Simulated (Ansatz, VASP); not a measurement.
**AlN: VASP beside Ansatz**

The input INCAR:

```
ALGO = Normal
EDIFF = 1E-7
ENCUT = 520
GGA = PE
ISIF = 2
ISMEAR = 0
LASPH = True
LCHARG = False
LREAL = False
LWAVE = False
NBANDS = 16
NELM = 80
PREC = Accurate
SIGMA = 0.02
```

File KPOINTS:

```
k-points
0
Gamma
  9 9 6
```

Contents of POSCAR:

```
AlN
1.0
    3.3832931091      0.0000000000      0.0000000000
   -1.6916465545      2.9300177809      0.0000000000
    0.0000000000      0.0000000000      4.1519268389
Al N
2 2
Direct
    0.3333333300      0.6666666700      0.7588000709
    0.6666666700      0.3333333300      0.2411999291
    0.3333333300      0.6666666700      0.2317476003
    0.6666666700      0.3333333300      0.7682523997
```

Input for Ansatz:

```yaml
crystal:
  lattice:
    - [3.3832931091, 0.0, 0.0]
    - [-1.6916465545, 2.9300177809, 0.0]
    - [0.0, 0.0, 4.1519268389]
  atoms:
    - { symbol: Al, position: [0.33333333, 0.66666667, 0.7588000709] }
    - { symbol: Al, position: [0.66666667, 0.33333333, 0.2411999291] }
    - { symbol: "N", position: [0.33333333, 0.66666667, 0.2317476003] }
    - { symbol: "N", position: [0.66666667, 0.33333333, 0.7682523997] }
basis:
  ecutwfc: 420
kpoints:
  mp_grid: { grid: [9, 9, 6] }
hamiltonian:
  xc: pbe
scf:
  occupations: { method: gaussian, width: 0.02 }
output:
  forces: true
  stress: true
  eigenvalues: true
```

Alike in both runs: task single point; functional PBE; k mesh 9 × 9 × 6; occupations gaussian, width 0.02 eV; no spin polarisation.

|  | VASP | Ansatz |
| --- | --- | --- |
| version | VASP 6.6.1 | Ansatz 0.2.0 |
| potentials or method | VASP PAW PBE potentials, release 64 (Al, N), cutoff 520 eV | scalar-relativistic, plane waves, PAW |
| valence electrons in the cell | 16 | 16 |

```csv
,VASP,Ansatz,Ansatz less VASP
gap on the k mesh at the Fermi level (eV),3.25,3.24,-0.008
least direct gap on the mesh (eV),3.25,3.24,-0.008
pressure (GPa),-5.1,-4.9,+0.25
"traceless stress, the component that is largest in VASP (GPa)",6.57,6.44,-0.129
rms of the force components (eV/Å),0.718,0.716,-0.0015
```

Atom by atom the forces differ by 0.002 eV/Å (rms over components).
